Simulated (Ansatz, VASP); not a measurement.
Ga: VASP beside Ansatz

File INCAR:

```
PREC = Accurate
ENCUT = 520
EDIFF = 1E-6
ISMEAR = -1
SIGMA = 0.03
LREAL = F
LASPH = T
NELM = 80
ALGO = Normal
ISIF = 2
LWAVE = F
LCHARG = F
GGA = PE
NBANDS = 12
```

File KPOINTS:

```
regular mesh
0
Gamma
  16 16 16
```

Contents of POSCAR:

```
Ga
1.0
   -1.3755827078      1.3755827078      2.1838845126
    1.3755827078     -1.3755827078      2.1838845126
    1.3755827078      1.3755827078     -2.1838845126
Ga
1
Direct
    0.0000000000      0.0000000000      0.0000000000
```

Input for Ansatz:

```yaml
crystal:
  lattice:
    - [-1.3755827078, 1.3755827078, 2.1838845126]
    - [1.3755827078, -1.3755827078, 2.1838845126]
    - [1.3755827078, 1.3755827078, -2.1838845126]
  atoms:
    - { symbol: Ga, position: [0.0, 0.0, 0.0] }
kpoints:
  mp_grid: { grid: [16, 16, 16] }
scf:
  occupations: { method: fermi_dirac, width: 0.03 }
hamiltonian:
  xc: pbe
  pseudopotentials: { kind: all_electron, lapw: { basis_error: 0.001 } }
output:
  forces: true
  stress: true
  eigenvalues: true
```

Change from the starting cell: volume scaled by 0.9405.

Alike in both runs: task single point; functional PBE; k mesh 16 × 16 × 16; occupations fermi-dirac, width 0.03 eV; no spin polarisation.

|  | VASP | Ansatz |
| --- | --- | --- |
| version | VASP 6.6.1 | Ansatz 0.2.0 |
| potentials or method | VASP PAW PBE potentials, release 64 (Ga_d), cutoff 520 eV | all-electron LAPW, scalar-relativistic |

```csv
,VASP,Ansatz,Ansatz less VASP
pressure (GPa),9.4,9.3,-0.07
"traceless stress, the component that is largest in VASP (GPa)",-1.01,-0.98,+0.030
```

Ansatz ran all-electron here, and VASP with PAW potentials.
